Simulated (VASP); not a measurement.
Write the native input for VASP 6.6.1 that does the following.

```yaml
Task: electric field gradients
Functional: PBEsol
Potentials_or_basis: VASP PAW PBE potentials, release 64 (Zr_sv)
Cutoff: 520 eV
k_mesh: 13 × 13 × 7
Occupations: fermi-dirac, width 0.08 eV
Spin: no spin polarisation
Dipole_correction: no
Further_INCAR_settings: ALGO = Normal; EDIFF = 1e-08; NBANDS = 19
```

The structure of Zr lies in POSCAR:

```
Zr
1.0
    3.2211887832      0.0000000000      0.0000000000
   -1.6105943915      2.7896313165      0.0000000000
    0.0000000000      0.0000000000      5.1297858246
Zr
2
Direct
    0.3333333333      0.6666666667      0.2500000000
    0.6666666667      0.3333333333      0.7500000000
```

One way to write it, as run:

INCAR

```
SYSTEM = Zr
  PREC = Accurate
  ENCUT = 520
  EDIFF = 1E-8
  ISMEAR = -1
  SIGMA = 0.08
  LREAL = .False.
  LASPH = .True.
  NELM = 80
  ALGO = Normal
  ISIF = 2
  LWAVE = .False.
  LCHARG = .False.
  GGA = PS
  LEFG = .True.
  NBANDS = 19
```

KPOINTS

```
Automatic mesh
0
Gamma
  13 13 7
  0 0 0
```

Potentials or basis: VASP PAW PBE potentials, release 64 (Zr_sv).

Launch:

```bash
$ cat potpaw_PBE.64/Zr_sv/POTCAR > POTCAR
$ mpirun -np 1 vasp_std > vasp.out
```

It gave:

```
Pressure                                : -2.3 GPa
Band gap on the k mesh                  : zero (bands 12 and 13 overlap by 1.10 eV)
Largest electric field gradient by atom : Zr +42.6 V/Å²
```

Caveat: without QUAD_EFG the Cq values of the log hold for a quadrupole moment of 1 mb, not for the nuclei; the PAW data sets were made with another functional, which shifts forces and pressure a little.

It took 55 s on 1 thread of Intel(R) Xeon(R) Platinum 8259CL CPU @ 2.50GHz (Skylake/Cascade Lake) (shared host), peak memory 0.19 GiB.
